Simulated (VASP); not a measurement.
# Ta3TiN4 in VASP: a series of runs, part 2 of 2

VASP 6.6.1. Earlier steps stand in the parts before.

### 4 Relaxation of shape and atoms at fixed volume, PBE (volume scaled by 1.06)

Input file INCAR:

```
SYSTEM = Ta3TiN4
  PREC = Accurate
  ENCUT = 600
  EDIFF = 1E-7
  ISMEAR = 0
  SIGMA = 0.1
  LREAL = .FALSE.
  LASPH = .TRUE.
  NELM = 80
  ALGO = Normal
  ISIF = 4
  LWAVE = .FALSE.
  LCHARG = .FALSE.
  GGA = PE
  IBRION = 2
  NSW = 50
  EDIFFG = -0.01
```

Input file KPOINTS:

```
Automatic mesh
0
G
  12 12 4
  0 0 0
```

Input file POSCAR:

```
Ta3TiN4
1.0
    3.0023833579     -0.0000000295      0.0000000000
   -1.5011916534      2.6001402746      0.0000000000
    0.0000000000      0.0000000000     11.5906190841
Ti Ta N
1 3 4
Direct
    0.0000000000      0.0000000000      0.5000000000
    0.0000000000      0.0000000000      0.0000000000
    0.0000000000      0.0000000000      0.2547468658
    0.0000000000      0.0000000000      0.7452531342
    0.6666666667      0.3333333333      0.8734650576
    0.6666666667      0.3333333333      0.1265349424
    0.6666666667      0.3333333333      0.3770708553
    0.6666666667      0.3333333333      0.6229291447
```

The run is started by

```sh
cat potpaw_PBE.64/Ti_sv/POTCAR potpaw_PBE.64/Ta_pv/POTCAR potpaw_PBE.64/N/POTCAR > POTCAR
mpirun -np 1 vasp_std > vasp.out
```

It took 30 min on 1 thread of AMD EPYC 7R13, shared host; peak memory 0.36 GiB.

The run converged. Its results:

```
Free energy                  : -86.1364 eV
Energy gained by relaxing    : 0.2 meV/atom
Ionic steps                  : 6
Pressure after relaxing      : -15.6 GPa
Largest force after relaxing : 0.010 eV/Å
```

Forces in eV/Å, atoms in the order of the input:
```
Ti   0.000  0.000  0.000
Ta   0.000  0.000  0.000
Ta   0.000  0.000  0.008
Ta   0.000  0.000 -0.008
N    0.000  0.000  0.010
N    0.000  0.000 -0.010
N    0.000  0.000 -0.002
N    0.000  0.000  0.002
```

Step by step:
```tsv
step	energy change (eV)	largest force (eV/Å)	pressure (GPa)	volume (Å³)
1	0.0000	0.1086	-15.76	90.48
2	-0.0008	0.0446	-15.61	90.48
3	-0.0008	0.0452	-15.64	90.48
4	-0.0012	0.0225	-15.60	90.48
5	-0.0012	0.0183	-15.59	90.48
6	-0.0012	0.0098	-15.59	90.48
```

Final structure:
```
Ti Ta N
1.0
     3.00398    0.00000    0.00000
    -1.50199    2.60152    0.00000
     0.00000    0.00000   11.57830
Ti Ta N
1 3 4
Direct
  0.00000 0.00000 0.50000
  0.00000 0.00000 0.00000
  0.00000 0.00000 0.25454
  0.00000 0.00000 0.74546
  0.66667 0.33333 0.87364
  0.66667 0.33333 0.12636
  0.66667 0.33333 0.37630
  0.66667 0.33333 0.62370
```

Levels at points of the mesh, in eV from the Fermi level:
```
           k point  band 29  band 30  band 31  band 32  band 33  band 34  band 35  band 36  band 37  band 38
(0.00, 0.00, 0.00)    -2.79    -2.06     0.46     0.49     0.49     0.63     1.19     1.19     1.20     1.20
(0.50, 0.00, 0.00)    -2.41    -2.34    -0.73    -0.58     0.22     2.54     2.75     2.82     2.83     3.66
(0.00, 0.00, 0.50)    -2.84    -1.17    -0.92     0.55     0.55     0.66     0.66     2.12     2.14     2.20
(0.50, 0.00, 0.50)    -2.79    -1.85    -1.52    -0.15     0.17     2.72     2.80     2.89     3.16     3.56
```

Caveat: the cell differs from its parent crystal (volume scaled by 1.06); spin-orbit coupling is left out, which moves the levels of the heavy elements.

### 5 Relaxation of shape and atoms at fixed volume, PBE (volume scaled by 1.10)

Input file INCAR:

```
PREC = Accurate
ENCUT = 600
EDIFF = 1E-6
ISMEAR = 0
SIGMA = 0.1
LREAL = False
LASPH = True
NELM = 60
ALGO = Normal
ISIF = 4
LWAVE = False
LCHARG = False
GGA = PE
IBRION = 2
NSW = 50
EDIFFG = -0.01
```

Input file KPOINTS:

```
regular mesh
0
Gamma
  12 12 4
```

Input file POSCAR:

```
Ta3TiN4
1.0
    3.0414221140     -0.0000000299      0.0000000000
   -1.5207110311      2.6339488293      0.0000000000
    0.0000000000      0.0000000000     11.7212071898
Ti Ta N
1 3 4
Direct
    0.0000000000      0.0000000000      0.5000000000
    0.0000000000      0.0000000000      0.0000000000
    0.0000000000      0.0000000000      0.2545332721
    0.0000000000      0.0000000000      0.7454667279
    0.6666666667      0.3333333333      0.8737134681
    0.6666666667      0.3333333333      0.1262865319
    0.6666666667      0.3333333333      0.3761933043
    0.6666666667      0.3333333333      0.6238066957
```

The run is started by

```sh
cat potpaw_PBE.64/Ti_sv/POTCAR potpaw_PBE.64/Ta_pv/POTCAR potpaw_PBE.64/N/POTCAR > POTCAR
mpirun -np 1 vasp_std > vasp.out
```

Run time: 29 min. Hardware: 1 thread of AMD EPYC 7R13, shared host; peak memory 0.36 GiB.

It converged, with:

* Free energy: -85.7193 eV
* Energy gained by relaxing: 0.3 meV/atom
* Ionic steps: 8
* Pressure after relaxing: -23.7 GPa

Forces on the atoms (eV/Å):
```
Ti   0.000  0.000  0.000
Ta   0.000  0.000  0.000
Ta   0.000  0.000  0.003
Ta   0.000  0.000 -0.003
N    0.000  0.000  0.003
N    0.000  0.000 -0.003
N    0.000  0.000  0.000
N    0.000  0.000  0.000
```

Step by step:
| step | energy change (eV) | largest force (eV/Å) | pressure (GPa) | volume (Å³) |
| --- | --- | --- | --- | --- |
| 1 | 0.0000 | 0.1435 | -23.99 | 93.90 |
| 2 | -0.0015 | 0.0510 | -23.79 | 93.90 |
| 3 | -0.0016 | 0.0636 | -23.83 | 93.90 |
| 4 | -0.0022 | 0.0355 | -23.78 | 93.90 |
| 5 | -0.0023 | 0.0325 | -23.75 | 93.90 |
| 6 | -0.0024 | 0.0150 | -23.75 | 93.90 |
| 7 | -0.0024 | 0.0154 | -23.75 | 93.90 |
| 8 | -0.0024 | 0.0029 | -23.73 | 93.90 |

Final structure:
```yaml
crystal:
  lattice:
    - [3.04346, 0.00000, 0.00000]
    - [-1.52173, 2.63571, 0.00000]
    - [0.00000, 0.00000, 11.70551]
  atoms:
    - { symbol: Ti, position: [0.00000, 0.00000, 0.50000] }
    - { symbol: Ta, position: [0.00000, 0.00000, 0.00000] }
    - { symbol: Ta, position: [0.00000, 0.00000, 0.25424] }
    - { symbol: Ta, position: [0.00000, 0.00000, 0.74576] }
    - { symbol: N, position: [0.66667, 0.33333, 0.87401] }
    - { symbol: N, position: [0.66667, 0.33333, 0.12599] }
    - { symbol: N, position: [0.66667, 0.33333, 0.37503] }
    - { symbol: N, position: [0.66667, 0.33333, 0.62497] }
```

Levels at points of the mesh, in eV from the Fermi level:
| k point | band 28 | band 29 | band 30 | band 31 | band 32 | band 33 | band 34 | band 35 | band 36 | band 37 |
| --- | --- | --- | --- | --- | --- | --- | --- | --- | --- | --- |
| (0.00, 0.00, 0.00) | -2.71 | -2.63 | -2.01 | 0.45 | 0.50 | 0.50 | 0.66 | 1.15 | 1.15 | 1.17 |
| (0.50, 0.00, 0.00) | -3.29 | -2.35 | -2.21 | -0.69 | -0.56 | 0.19 | 2.39 | 2.60 | 2.65 | 2.68 |
| (0.00, 0.00, 0.50) | -2.75 | -2.75 | -1.11 | -0.85 | 0.56 | 0.56 | 0.64 | 0.64 | 2.05 | 2.09 |
| (0.50, 0.00, 0.50) | -2.74 | -2.70 | -1.75 | -1.44 | -0.16 | 0.14 | 2.57 | 2.65 | 2.71 | 2.95 |

Caveat: the cell differs from its parent crystal (volume scaled by 1.10); spin-orbit coupling is left out, which moves the levels of the heavy elements.

### 6 Summary

```csv
task,cell,k mesh,cutoff (eV),smearing,gap on the mesh (eV),pressure (GPa),largest force (eV/Å)
single point,"a = 2.943, b = 2.943, c = 11.382 Å, angles 90.0, 90.0, 120.0°, 8 atoms",12 × 12 × 2,520,gaussian 0.2 eV,none,0.8,0.03
relaxation of shape and atoms at fixed volume,"relaxed from a = 2.881, b = 2.881, c = 11.165 Å, angles 90.0, 90.0, 120.0°, 8 atoms",12 × 12 × 4,600,gaussian 0.1 eV,none,22.6,0.01
relaxation of shape and atoms at fixed volume,"relaxed from a = 3.002, b = 3.002, c = 11.591 Å, angles 90.0, 90.0, 120.0°, 8 atoms",12 × 12 × 4,600,gaussian 0.1 eV,none,-15.6,0.01
relaxation of shape and atoms at fixed volume,"relaxed from a = 3.041, b = 3.041, c = 11.721 Å, angles 90.0, 90.0, 120.0°, 8 atoms",12 × 12 × 4,600,gaussian 0.1 eV,none,-23.7,-
```

Alike in all rows: level PBE; potentials or basis VASP PAW PBE potentials, release 64 (Ti_sv, Ta_pv, N); no spin polarisation.

Caveats: spin-orbit coupling is left out, which moves the levels of the heavy elements.

Total energies depend on the potentials used, so only differences within one code and one set of settings carry meaning.
